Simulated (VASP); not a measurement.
Au: single point with PBE

The system is Au.

```
CELL_PARAMETERS angstrom
0.00000 1.94322 1.99436
1.94322 0.00000 1.99436
1.94322 1.94322 0.00000
ATOMIC_POSITIONS crystal
Au 0.00000 0.00000 0.00000
```

This cell differs from its parent crystal: strain -0.050 along x and y, -0.025 along z.

* Program: VASP 6.6.1
* Task: single point
* Functional: PBE
* Potentials or basis: VASP PAW PBE potentials, release 64 (Au)
* Cutoff: 520 eV
* k mesh: 20 × 20 × 20
* Occupations: gaussian, width 0.15 eV
* Spin: no spin polarisation

- Pressure: 40.9 GPa

Stress tensor (GPa, compression positive):
```
41.36  0.00  0.00
 0.00 41.36  0.00
 0.00  0.00 39.94
```

Levels at points of the mesh, in eV from the Fermi level:
| k point | band 3 | band 4 | band 5 | band 6 | band 7 | band 8 | band 9 | band 10 |
| --- | --- | --- | --- | --- | --- | --- | --- | --- |
| (0.00, 0.00, 0.00) | -5.38 | -5.38 | -3.75 | -3.44 | 14.23 | 18.54 | 19.14 | 19.14 |
| (0.50, 0.00, 0.00) | -5.40 | -2.17 | -2.04 | -1.61 | 3.76 | 13.67 | 17.74 | 18.26 |
| (0.50, 0.50, 0.00) | -2.14 | -1.71 | -1.71 | 0.29 | 6.37 | 10.63 | 10.63 | 18.84 |
| (0.50, 0.00, 0.50) | -2.17 | -1.81 | -1.57 | 0.79 | 7.05 | 10.08 | 10.21 | 18.45 |

Wall time 110 s on 1 thread of AMD EPYC 7R43 64-Core Processor (Zen 3), on a shared host, peak memory 0.2 GiB.

Caveat: the cell differs from its parent crystal (strain -0.050 along x and y, -0.025 along z); spin-orbit coupling is left out, which moves the levels of the heavy elements.
